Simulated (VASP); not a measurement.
Runs of VASP 6.6.1 on GaB2As3. The structure is that of space group P4mm (No. 99), or close to it. The cells are those of the table. 

| task | cell | k mesh | cutoff (eV) | gap on the mesh (eV) | pressure (GPa) | largest force (eV/Å) |
| --- | --- | --- | --- | --- | --- | --- |
| relaxation of cell and atoms | relaxed from a = 4.187, b = 4.187, c = 5.757 Å, 6 atoms | 4 × 4 × 4 | 600 | none | 0.0 | 0.03 |
| single point | a = 4.187, b = 4.187, c = 5.757 Å, 6 atoms | 6 × 6 × 2 | 520 | none | 0.5 | (b) |
| single point | a = 3.942, b = 3.942, c = 6.862 Å, 6 atoms | 4 × 4 × 4 | 520 | none | 0.3 | 0.06 |
| single point | a = 3.732, b = 3.732, c = 7.548 Å, 6 atoms | 6 × 6 × 2 | 520 | none | 5.0 | (a) |

Alike in all rows: level PBE; potentials or basis VASP PAW PBE potentials, release 64 (Ga_d, B, As); no spin polarisation; smearing gaussian 0.1 eV.

Q: Fill in the values left out.

A: (a) 3.41; (b) 0.04.

Caveats: all runs use coarse meshes; forces of over 1 eV/Å act on the atoms, so gaps and moduli don't describe the material at rest (some runs).

A k mesh can miss the band edges, and the runs leave out spin-orbit coupling on As, Ga.

A gap of «none» marks levels without a gap at the run's occupations.
